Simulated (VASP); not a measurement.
A run of VASP 6.6.1 is set up as follows.

INCAR

```
  PREC = Accurate
  ENCUT = 520
  EDIFF = 1E-8
  ISMEAR = -1
  SIGMA = 0.15
  LREAL = False
  LASPH = True
  NELM = 150
  ALGO = Normal
  ISIF = 2
  LWAVE = False
  LCHARG = False
  LMAXMIX = 4
  LDAU = True
  LDAUTYPE = 2
  LDAUL = 2
  LDAUU = 5.3
  LDAUJ = 0
  LDAUPRINT = 1
  GGA = RP
  LEFG = True
  NBANDS = 15
```

Contents of KPOINTS:

```
Automatic mesh
0
Gamma
  11 11 6
```

File POSCAR:

```
Os
1.0
    2.7341000000      0.0000000000      0.0000000000
   -1.3670500000      2.3678000565      0.0000000000
    0.0000000000      0.0000000000      4.3197000000
Os
2
Direct
    0.6666666667      0.3333333333      0.7500000000
    0.3333333333      0.6666666667      0.2500000000
```

Potentials or basis: VASP PAW PBE potentials, release 64 (Os).

Launch:

```console
$ cat potpaw_PBE.64/Os/POTCAR > POTCAR
$ mpirun -np 1 vasp_std > vasp.out
```

(1) Predict the pressure.

(2) Estimate the band gap on the k mesh.

Answers

(1) -6.0 GPa.

(2) zero (band 8 reaches 10.98 eV, above the bottom of band 9 at 6.87 eV).

Caveat: without QUAD_EFG the Cq values of the log hold for a quadrupole moment of 1 mb, not for the nuclei; the PAW data sets were made with another functional, which shifts forces and pressure a little; spin-orbit coupling is left out, which moves the levels of the heavy elements; U without spin polarisation on a metal has little footing; the U is typed as a test and isn't derived for this compound.
